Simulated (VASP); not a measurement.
Crystal: Sb5O.

```
CELL_PARAMETERS angstrom
4.59668 0.00000 0.00000
0.00000 4.59668 0.00000
0.00000 0.00000 9.13242
ATOMIC_POSITIONS crystal
Sb 0.00000 0.50000 0.50000
Sb 0.50000 0.00000 0.50000
Sb 0.00000 0.00000 0.83665
Sb 0.00000 0.00000 0.16335
Sb 0.00000 0.00000 0.50000
O 0.50000 0.50000 0.00000
```

The cell was generated, and may not be a known phase.

```yaml
Program: VASP 6.6.1
Task: relaxation of cell and atoms
Functional: PBE
Potentials_or_basis: VASP PAW PBE potentials, release 64 (Sb, O)
Cutoff: 600 eV
k_mesh: 4 × 4 × 2
Occupations: gaussian, width 0.1 eV
Spin: no spin polarisation
```

At the start: pressure 23.5 GPa; volume 32.16 Å³/atom.

Q: How do energy, volume and symmetry change on relaxing?

A: Over 11 steps the energy falls by 1170.4 meV/atom and the volume is 44.92 Å³/atom (+39.7 %); space group P4/mmm (No. 123, to 0.1 Å) before and after.

Step by step:
```csv
step,energy change (eV),largest force (eV/Å),pressure (GPa),volume (Å³)
1,0.0000,1.8284,23.52,192.96
2,-5.9112,0.1482,-3.15,344.18
3,-6.8993,0.8706,-0.68,273.63
4,-6.8995,0.8398,-1.16,280.40
5,-6.9003,0.8675,-1.02,278.35
6,-7.0122,0.0810,0.13,268.70
7,-7.0144,0.1911,-0.03,269.66
8,-7.0144,0.2101,-0.06,269.83
9,-7.0200,0.1046,0.02,269.07
10,-7.0219,0.0008,0.11,268.33
11,-7.0223,0.0314,-0.01,269.52
```

Final structure:
```
Sb O
1.0
     5.54718    0.00000    0.00000
     0.00000    5.54718    0.00000
     0.00000    0.00000    8.75890
Sb O
5 1
Direct
  0.00000 0.50000 0.50000
  0.50000 0.00000 0.50000
  0.00000 0.00000 0.84846
  0.00000 0.00000 0.15154
  0.00000 0.00000 0.50000
  0.50000 0.50000 0.00000
```

Caveat: the volume moved by over 15 % at a fixed basis, so the end points are rough; an odd number of electrons without spin polarisation forces a metal; a magnetic or distorted state may lie lower.
